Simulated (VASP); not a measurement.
A run of VASP 6.6.1:

The input INCAR:

```
ALGO     = Normal         # electronic algorithm
EDIFF    = 1E-8           # SCF threshold, eV
ENCUT    = 520            # plane-wave cutoff, eV
GGA      = PE             # functional
ISIF     = 2              # what is computed and relaxed
ISMEAR   = 0              # smearing method
LASPH    = True           # aspherical terms in the spheres
LCHARG   = False          # write CHGCAR
LEFG     = True         
LREAL    = False          # projectors in reciprocal space
LWAVE    = False          # write WAVECAR
NBANDS   = 45             # bands
NELM     = 100            # most SCF steps
PREC     = Accurate       # precision mode
SIGMA    = 0.01           # smearing width, eV
```

KPOINTS

```
k-points
0
Gamma
  6 6 8
```

POSCAR

```
Si3N4
1.0
    7.6635591120      0.0000000000      0.0000000000
   -3.8317795560      6.6368368744      0.0000000000
    0.0000000000      0.0000000000      2.9265208518
Si N
6 8
Direct
    0.7689087242      0.1750063930      0.3256278414
    0.5939023312      0.7689087242      0.8256278414
    0.8249936070      0.5939023312      0.3256278414
    0.2310912758      0.8249936070      0.8256278414
    0.4060976688      0.2310912758      0.3256278414
    0.1750063930      0.4060976688      0.8256278414
    0.0308320463      0.3299984447      0.3256287738
    0.7008336016      0.0308320463      0.8256287738
    0.6700015553      0.7008336016      0.3256287738
    0.9691679537      0.6700015553      0.8256287738
    0.2991663984      0.9691679537      0.3256287738
    0.3299984447      0.2991663984      0.8256287738
    0.3333333333      0.6666666667     -0.1743698454
    0.6666666667      0.3333333333      0.3256301546
```

Potentials or basis: VASP PAW PBE potentials, release 64 (Si, N).

Run with:

```sh
$ cat potpaw_PBE.64/Si/POTCAR potpaw_PBE.64/N/POTCAR > POTCAR
$ mpirun -np 1 vasp_std > vasp.out
```

Hardware: 1 thread of Intel(R) Xeon(R) Platinum 8375C CPU @ 2.90GHz (Ice Lake), with other jobs on the host.

Problem. Estimate the wall time of this run.

Solution. Run time: 5.6 min on 1 thread of Intel(R) Xeon(R) Platinum 8375C CPU @ 2.90GHz (Ice Lake), on a shared host, peak memory 0.38 GiB. Counts: scf iterations 19, k points 40.
